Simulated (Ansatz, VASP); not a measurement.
**One calculation of C, two programs**

```
C
1.0
     0.00000    1.78337    1.78337
     1.78337    0.00000    1.78337
     1.78337    1.78337    0.00000
C
2
Direct
  0.75000 0.75000 0.75000
  0.50000 0.50000 0.50000
```

Alike in both runs: task single point; functional LDA; k mesh 13 × 13 × 13; occupations gaussian, width 0.05 eV; no spin polarisation.

```csv
,VASP,Ansatz
version,VASP 6.6.1,Ansatz 0.2.0
potentials or method,"VASP PAW LDA potentials, release 64 (C_h)",Ansatz PAW
plane-wave cutoff (eV),1300,420
valence electrons in the cell,8,8
```

VASP gave:

| Property | Result |
| --- | --- |
| gap on the k mesh at the Fermi level (eV) | 4.11 |
| least direct gap on the mesh (eV) | 5.54 |
| pressure (GPa) | -12.3 |

**Question.** Which values does Ansatz return?

**Answer.** gap on the k mesh at the Fermi level (eV): 4.11; least direct gap on the mesh (eV): 5.54; pressure (GPa): -13.1.

LDA's correlation is that of Perdew and Zunger in VASP and of Perdew and Wang (1992) in Ansatz.

Noted on Ansatz's run: Pulay correction over one GPa; odd divisions of the mesh miss points on the zone boundary, where band edges often lie, so the gap on the mesh can be too wide.
